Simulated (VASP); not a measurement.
# LiZn in VASP: notebook

LiZn is run at these levels: LDA; tasks: electric field gradients.

Everything below comes from runs of VASP 6.6.1. Logs are shortened: lines on timing, memory, paths and dates and some standing lists are left out, and cuts for length are marked.

## Step 1: The cell of the first run

The structure is trigonal, space group R-3m (No. 166). The conventional cell has a = 4.378 Å, b = 4.378 Å, c = 10.885 Å, α = 90.00°, β = 90.00°, γ = 120.00°. Within 3.5 Å of Li (site symmetry 3m) lie 4 Li at 2.69 to 2.72 Å and 10 Zn at 2.69 to 3.11 Å. Zn (site symmetry 3m) has 10 Li at 2.69 to 3.11 Å and 4 Zn at 2.69 to 2.72 Å within 3.5 Å.

## Step 2: Electric field gradients, LDA (equal xy, yz and zx shear strains of +1 %)

INCAR reads:

```
PREC     = Accurate       # precision mode
ENCUT    = 520            # plane-wave cutoff, eV
EDIFF    = 1E-8           # SCF threshold, eV
ISMEAR   = -1             # smearing method
SIGMA    = 0.08           # smearing width, eV
LREAL    = False          # projectors in reciprocal space
LASPH    = True           # aspherical terms in the spheres
NELM     = 80             # most SCF steps
ALGO     = Normal         # electronic algorithm
ISIF     = 2              # what is computed and relaxed
LWAVE    = False          # write WAVECAR
LCHARG   = False          # write CHGCAR
LEFG     = True         
NBANDS   = 23             # bands
```

KPOINTS reads:

```
regular mesh
0
Gamma
  9 9 9
```

POSCAR reads:

```
LiZn
1.0
    0.0311100000      3.1265550000      3.1265550000
    3.1265550000      0.0311100000      3.1265550000
    3.1265550000      3.1265550000      0.0311100000
Li Zn
2 2
Direct
    0.5000000000      0.5000000000      0.5000000000
    0.7500000000      0.7500000000      0.7500000000
    0.0000000000      0.0000000000      0.0000000000
    0.2500000000      0.2500000000      0.2500000000
```

Potentials or basis: VASP PAW LDA potentials, release 64 (Li_sv, Zn).

On the command line:

```
> cat potpaw_LDA.64/Li_sv/POTCAR potpaw_LDA.64/Zn/POTCAR > POTCAR
> mpirun -np 1 vasp_std > vasp.out
```

OUTCAR:

```text
PREC = Accurate
   ENCUT = 520
   EDIFF = 1E-8
   ISMEAR = -1
   LREAL = False
   LASPH = True
   NELM = 80
   ISIF = 2

 ion  position               nearest neighbor table
   1  0.500  0.500  0.500-   4 2.69   4 2.69   4 2.69   4 2.72
   2  0.750  0.750  0.750-   3 2.69   3 2.69   3 2.69   3 2.72
   3  0.000  0.000  0.000-   2 2.69   2 2.69   2 2.69   4 2.69   4 2.69   4 2.69   4 2.72   2 2.72

   4  0.250  0.250  0.250-   3 2.69   3 2.69   3 2.69   1 2.69   1 2.69   1 2.69   3 2.72   1 2.72

  LATTYP: Found a trigonal (rhomboedric) cell.
 ALAT       =     4.4217259264
 COS(alpha) =     0.5099250056

  Lattice vectors:

 A1 = (   0.0311100000,   3.1265550000,   3.1265550000)
 A2 = (   3.1265550000,   0.0311100000,   3.1265550000)
 A3 = (   3.1265550000,   3.1265550000,   0.0311100000)

Analysis of symmetry for initial positions (statically):
=====================================================================
 Subroutine PRICEL returns:
 Original cell was already a primitive cell.

 Routine SETGRP: Setting up the symmetry group for a
 trigonal (rhombohedral) supercell.

 Subroutine GETGRP returns: Found 12 space group operations
 (whereof  6 operations were pure point group operations)
 out of a pool of 12 trial point group operations.

The static configuration has the point symmetry C_3v.
 The point group associated with its full space group is D_3d.

Analysis of symmetry for dynamics (positions and initial velocities):
=====================================================================
 Subroutine PRICEL returns:
 Original cell was already a primitive cell.

 Routine SETGRP: Setting up the symmetry group for a
 trigonal (rhombohedral) supercell.

 Subroutine GETGRP returns: Found 12 space group operations
 (whereof  6 operations were pure point group operations)
 out of a pool of 12 trial point group operations.

The dynamic configuration has the point symmetry C_3v.
 The point group associated with its full space group is D_3d.

 Subroutine INISYM returns: Found 12 space group operations
 (whereof  6 operations are pure point group operations),
 and found     1 'primitive' translations

----------------------------------------------------------------------------------------

                                     Primitive cell

  volume of cell :      60.2140

  direct lattice vectors                    reciprocal lattice vectors
     0.031110000  3.126555000  3.126555000    -0.162327306  0.160728022  0.160728022
     3.126555000  0.031110000  3.126555000     0.160728022 -0.162327306  0.160728022
     3.126555000  3.126555000  0.031110000     0.160728022  0.160728022 -0.162327306

  length of vectors
     4.421725926  4.421725926  4.421725926     0.279315500  0.279315500  0.279315500

  position of ions in fractional coordinates (direct lattice)
     0.500000000  0.500000000  0.500000000
     0.750000000  0.750000000  0.750000000
     0.000000000  0.000000000  0.000000000
     0.250000000  0.250000000  0.250000000

  ion indices of the primitive-cell ions
   primitive index   ion index
                 1           1
                 2           2
                 3           3
                 4           4

----------------------------------------------------------------------------------------

 KPOINTS: regular mesh

Automatic generation of k-mesh.
 Grid dimensions read from file:
 generate k-points for:    9    9    9

 Generating k-lattice:

  Cartesian coordinates                     Fractional coordinates (reciprocal lattice)
    -0.018036367  0.017858669  0.017858669     0.111111111 -0.000000000 -0.000000000
     0.017858669 -0.018036367  0.017858669    -0.000000000  0.111111111 -0.000000000
     0.017858669  0.017858669 -0.018036367    -0.000000000 -0.000000000  0.111111111

  Length of vectors
     0.031035056  0.031035056  0.031035056

  Shift w.r.t. Gamma in fractional coordinates (k-lattice)
     0.000000000  0.000000000  0.000000000

 Subroutine IBZKPT returns following result:
 ===========================================

 Found     85 irreducible k-points:

 Following reciprocal coordinates:
            Coordinates               Weight
  0.000000  0.000000  0.000000      1.000000
  0.111111  0.000000  0.000000      6.000000
  0.222222  0.000000 -0.000000      6.000000
  0.333333  0.000000  0.000000      6.000000
  0.444444  0.000000 -0.000000      6.000000
  0.111111  0.111111 -0.000000      6.000000
[... 16 lines left out ...]
 -0.333333  0.333333  0.000000      6.000000
  0.444444  0.444444 -0.000000      6.000000
 [... further k-points ...]
   k-points           NKPTS =     85   k-points in BZ     NKDIM =     85   number of bands    NBANDS=     23
   number of dos      NEDOS =    301   number of ions     NIONS =      4
   total plane-waves  NPLWV =  46656
   dimension x,y,z NGX =    36 NGY =   36 NGZ =   36
   dimension x,y,z NGXF=    72 NGYF=   72 NGZF=   72
   ions per type =               2   2
   NGX,Y,Z   is equivalent  to a cutoff of  13.54, 13.54, 13.54 a.u.
   NGXF,Y,Z  is equivalent  to a cutoff of  27.07, 27.07, 27.07 a.u.
 SYSTEM =  unknown system
   PREC   = accura    normal or accurate (medium, high low for compatibility)
   ISTART =      0    job   : 0-new  1-cont  2-samecut
   ICHARG =      2    charge: 1-file 2-atom 10-const
   ISPIN  =      1    spin polarized calculation?
   LNONCOLLINEAR =      F non collinear calculations
   LSORBIT =      F    spin-orbit coupling
   LASPH  =      T    aspherical Exc in radial PAW
   ENCUT  =  520.0 eV  38.22 Ry    6.18 a.u.   8.22  8.22  8.22*2*pi/ulx,y,z
   NELM   =     80;   NELMIN=  2; NELMDL= -5     # of ELM steps
   EDIFF  = 0.1E-07   stopping-criterion for ELM
   LREAL  =      F    real-space projection
   EDIFFG = 0.1E-06   stopping-criterion for IOM
   NSW    =      0    number of steps for IOM
   IBRION =     -1    ionic relax: 0-MD 1-quasi-New 2-CG
   NFREE  =      0    steps in history (QN), initial steepest desc. (CG)
   ISIF   =      2    stress and relaxation
   ISYM   =      2    0-nonsym 1-usesym 2-fastsym
   POTIM  = 0.5000    time-step for ionic-motion
   TEBEG  =    0.0;   TEEND  =   0.0 temperature during run
   PSTRESS=    0.0 pullay stress
   NELECT =      30.0000    total number of electrons
   NUPDOWN=      -1.0000    fix difference up-down
   EMIN   =  10.00;   EMAX   =-10.00  energy-range for DOS
   EFERMI =   0.00;   METHOD = LEGACY
   ISMEAR =    -1;   SIGMA  =   0.08  broadening in eV -4-tet -1-fermi 0-gaus
   EFERMI_NEDOS =   21; number of points for ismear=-14 and -15
   IALGO  =     38    algorithm
   IMIX   =      4    mixing-type and parameters
     AMIX     =   0.40;   BMIX     =  1.00
     AMIX_MAG =   1.60;   BMIX_MAG =  1.00
  volume/ion in A,a.u.               =      15.05       101.59
  Fermi-wavevector in a.u.,A,eV,Ry     =   1.297825  2.452533 22.916961  1.684349
  Thomas-Fermi vector in A             =   2.429192
   LORBIT       =      0    0 simple, 1 ext, 2 COOP (PROOUT), +10 PAW based schemes
   GGA     = CA    functional components
   LHFCALC =     F    Hartree Fock is set to
   AEXX    =    0.0000 exact exchange contribution
   IVDW    =     0    specifies the selected vdW correction
   LEPSILON=     F    determine dielectric tensor
   LRPA    =     F    only Hartree local field effects (RPA)
 non-spin polarized calculation
  energy-cutoff  :      520.00
  volume of cell :       60.21
 maximum number of plane-waves:      1645
 NGX is ok and might be reduce to    36
   NGX = 17   NGY = 17   NGZ = 17

 number of electron      30.0000025 magnetization

 Free energy of the ion-electron system (eV)
  ---------------------------------------------------
  ext. energy  EPLUGINS =         0.00000000
  ---------------------------------------------------
  free energy    TOTEN  =        -8.66649977 eV

  energy without entropy =       -8.64335989  energy(sigma->0) =       -8.65492983

 E-fermi :   1.8424     XC(G=0):  -9.9885

 val. band max:        1.8295390883   @ k =   0.4444   0.2222  -0.0000
 cond. band min:       1.8630466097   @ k =  -0.3333   0.3333   0.0000
 fundamental gap:      0.0335075214
 Fermi energy:         1.8424353272

 k-point     1 :       0.0000    0.0000    0.0000
  band No.  band energies     occupation
      1     -43.2376      2.00000
      2     -43.1840      2.00000
      3      -5.6951      2.00000
      4      -5.5077      2.00000
      5      -5.5077      2.00000
      6      -5.4795      2.00000
[... 15 lines left out ...]
     22       7.7926      0.00000
     23       7.8962      0.00000

 k-point     2 :       0.1111    0.0000    0.0000
  band No.  band energies     occupation
      1     -43.2363      2.00000
      2     -43.1851      2.00000
      3      -5.6022      2.00000
      4      -5.5329      2.00000
      5      -5.5200      2.00000
      6      -5.4980      2.00000
[... 15 lines left out ...]
     22       7.7090      0.00000
     23       8.2837      0.00000

 k-point     3 :       0.2222    0.0000   -0.0000
  band No.  band energies     occupation
      1     -43.2328      2.00000
      2     -43.1884      2.00000
      3      -5.5480      2.00000
      4      -5.5387      2.00000
      5      -5.4967      2.00000
      6      -5.4203      2.00000
[... 15 lines left out ...]
     22       8.2651      0.00000
     23       9.7592      0.00000
[... 495 lines left out ...]
 k-point    23 :      -0.3333    0.3333    0.0000
  band No.  band energies     occupation
      1     -43.2165      2.00000
      2     -43.2044      2.00000
      3      -5.5922      2.00000
      4      -5.5394      2.00000
      5      -5.4779      2.00000
      6      -5.3461      2.00000
[... 15 lines left out ...]
     22      10.7159      0.00000
     23      11.4288      0.00000

 k-point    24 :       0.4444    0.4444   -0.0000
  band No.  band energies     occupation
      1     -43.2152      2.00000
      2     -43.2057      2.00000
      3      -5.5529      2.00000
      4      -5.5178      2.00000
      5      -5.5034      2.00000
      6      -5.4798      2.00000
[... 15 lines left out ...]
     22      12.8701      0.00000
     23      13.6442      0.00000

 [... further k-points ...]

------------------------ aborting loop because EDIFF is reached ----------------------------------------

  FORCE on cell =-STRESS in cart. coord.  units (eV):
  Direction    XX          YY          ZZ          XY          YZ          ZX
  --------------------------------------------------------------------------------------
  -------------------------------------------------------------------------------------
  Total       -2.0905286     -2.0905286     -2.0905286     -0.1506456     -0.1506456     -0.1506456
  in kB      -55.6248854    -55.6248854    -55.6248854     -4.0083867     -4.0083867     -4.0083867
  external PRESSURE =     -55.6248854 kB  Pullay stress =       0.0000000 kB

 VOLUME and BASIS-vectors are now :
 -----------------------------------------------------------------------------
  energy-cutoff  :      520.00
  volume of cell :       60.21
      direct lattice vectors                 reciprocal lattice vectors
     0.031110000  3.126555000  3.126555000    -0.162327306  0.160728022  0.160728022
     3.126555000  0.031110000  3.126555000     0.160728022 -0.162327306  0.160728022
     3.126555000  3.126555000  0.031110000     0.160728022  0.160728022 -0.162327306

 POSITION                                       TOTAL-FORCE (eV/Angst)
 -----------------------------------------------------------------------------------
      3.14211      3.14211      3.14211         0.000133      0.000133      0.000133
      4.71317      4.71317      4.71317        -0.000133     -0.000133     -0.000133
      0.00000      0.00000      0.00000        -0.010544     -0.010544     -0.010544
      1.57106      1.57106      1.57106         0.010544      0.010544      0.010544
 -----------------------------------------------------------------------------------
    total drift:                                0.000000      0.000000      0.000000

  FREE ENERGIE OF THE ION-ELECTRON SYSTEM (eV)
  ---------------------------------------------------
  free  energy   TOTEN  =        -8.6664997683 eV

  energy  without entropy=       -8.6433598948  energy(sigma->0) =       -8.65492983

 Electric field gradients (V/A^2)
---------------------------------------------------------------------
 ion       V_xx      V_yy      V_zz      V_xy      V_xz      V_yz
---------------------------------------------------------------------
   1      -0.000     0.000    -0.000    -0.030    -0.030    -0.030
   2      -0.000     0.000    -0.000    -0.030    -0.030    -0.030
   3       0.000    -0.000    -0.000     0.398     0.398     0.398
   4      -0.000    -0.000    -0.000     0.398     0.398     0.398
---------------------------------------------------------------------

 Electric field gradients after diagonalization (V/A^2)
 (convention: |V_zz| > |V_xx| > |V_yy|)
----------------------------------------------------------------------
 ion       V_xx      V_yy      V_zz     asymmetry (V_yy - V_xx)/ V_zz
----------------------------------------------------------------------
   1       0.030     0.030    -0.060       0.000
   2       0.030     0.030    -0.060       0.000
   3      -0.398    -0.398     0.795       0.000
   4      -0.398    -0.398     0.795       0.000
----------------------------------------------------------------------

           NMR quadrupolar parameters

 Cq : quadrupolar parameter    Cq=e*Q*V_zz/h
 eta: asymmetry parameters     (V_yy - V_xx)/ V_zz
 Q  : nuclear electric quadrupole moment in mb (millibarn)
----------------------------------------------------------------------
 ion       Cq(MHz)       eta       Q (mb)
----------------------------------------------------------------------
   1      -0.000       0.000       1.000
   2      -0.000       0.000       1.000
   3       0.002       0.000       1.000
   4       0.002       0.000       1.000
----------------------------------------------------------------------
```

Wall time 74 s (1 thread of AMD EPYC 9R45 (Zen 5), shared host); peak memory 0.2 GiB.

What came out:

```yaml
Free_energy: -8.6665 eV
Largest_force: 0.018 eV/Å
Band_gap_on_the_k_mesh: zero (band 15 reaches 5.22 eV, above the bottom of band 16 at 0.74 eV)
```

Forces in eV/Å, atoms in the order of the input:
```
Li   0.000  0.000  0.000
Li   0.000  0.000  0.000
Zn  -0.011 -0.011 -0.011
Zn   0.011  0.011  0.011
```

Levels at points of the mesh, in eV from the Fermi level:
```csv
k point,band 13,band 14,band 15,band 16,band 17,band 18
"(0.00, 0.00, 0.00)",-6.78,3.28,3.38,3.43,3.43,3.57
```

Electric field gradients, principal values (V/Å²):
```
atom   least  middle  greatest (by size)
1 Li   0.030   0.030              -0.060
2 Li   0.030   0.030              -0.060
3 Zn  -0.398  -0.398               0.795
4 Zn  -0.398  -0.398               0.795
```

Caveat: the cell differs from its parent crystal (equal xy, yz and zx shear strains of +1 %); the cutoff is under 1.25 times the usual one of these potentials, so pressure, stress and relaxed cells hold a basis-set (Pulay) error; without QUAD_EFG the Cq values of the log hold for a quadrupole moment of 1 mb, not for the nuclei.

(Part 1 of 2 ends here.)
